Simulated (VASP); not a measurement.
GePt:

```
Ge Pt
1.0
     3.28901    0.00000    0.00000
     0.00000    3.28901    0.00000
     0.00000    0.00000    3.28901
Ge Pt
1 1
Direct
  0.50000 0.50000 0.50000
  0.00000 0.00000 0.00000
```

- Program: VASP 6.6.1
- Task: relaxation of cell and atoms
- Functional: PBE
- Potentials or basis: VASP PAW PBE potentials, release 64 (Ge_d, Pt)
- Cutoff: 600 eV
- k mesh: 6 × 6 × 6
- Occupations: gaussian, width 0.1 eV
- Spin: no spin polarisation

At the start: pressure -9.4 GPa; volume 17.79 Å³/atom.

**Question.** Where does the relaxation end?

**Answer.** Over 3 steps the energy falls by 50.1 meV/atom and the volume is 16.31 Å³/atom (-8.3 %); space group Pm-3m (No. 221, to 0.05 Å).

Step by step:
| step | energy change (eV) | largest force (eV/Å) | pressure (GPa) | volume (Å³) |
| --- | --- | --- | --- | --- |
| 1 | 0.0000 | 0.0000 | -9.42 | 35.58 |
| 2 | -0.0262 | 0.0000 | 11.69 | 30.46 |
| 3 | -0.1003 | 0.0000 | -0.16 | 32.62 |

Final structure:
```xyz
2
Lattice="3.1950 0.0000 0.0000 0.0000 3.1950 0.0000 0.0000 0.0000 3.1950" Properties=species:S:1:pos:R:3 pbc="T T T"
Ge    1.5975    1.5975    1.5975
Pt    0.0000    0.0000    0.0000
```
